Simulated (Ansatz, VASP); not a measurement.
# One calculation of MoS2, two programs

```xyz
3
Lattice="3.2275 0.0000 0.0000 -1.6137 2.7951 0.0000 0.0000 0.0000 6.3125" Properties=species:S:1:pos:R:3 pbc="T T T"
Mo    0.0000    0.0000    3.1562
S     0.0000    1.8634    1.6117
S     1.6137    0.9317    4.7008
```

Alike in both runs: task single point; functional LDA; k mesh 9 × 9 × 4; no spin polarisation.

|  | VASP | Ansatz |
| --- | --- | --- |
| version | VASP 6.6.1 | Ansatz 0.2.0 |
| potentials or method | VASP PAW LDA potentials, release 64 (Mo_sv, S), cutoff 520 eV | all-electron (LAPW or listed datasets) |
| occupations | fermi-dirac, width 0.1 eV | fermi-dirac |

|  | VASP | Ansatz | Ansatz less VASP |
| --- | --- | --- | --- |
| gap on the k mesh at the Fermi level (eV) | none | none | - |
| pressure (GPa) | -5.8 | -5.9 | -0.08 |
| traceless stress, the component that is largest in VASP (GPa) | 2.14 | 2.12 | -0.023 |
| rms of the force components (eV/Å) | 0.062 | 0.071 | +0.0088 |

LDA's correlation is that of Perdew and Zunger in VASP and of Perdew and Wang (1992) in Ansatz. Atom by atom the forces differ by 0.009 eV/Å (rms over components). A gap of «none» marks a metal or a gap that the smearing closes. Ansatz ran all-electron here, and VASP with PAW potentials.
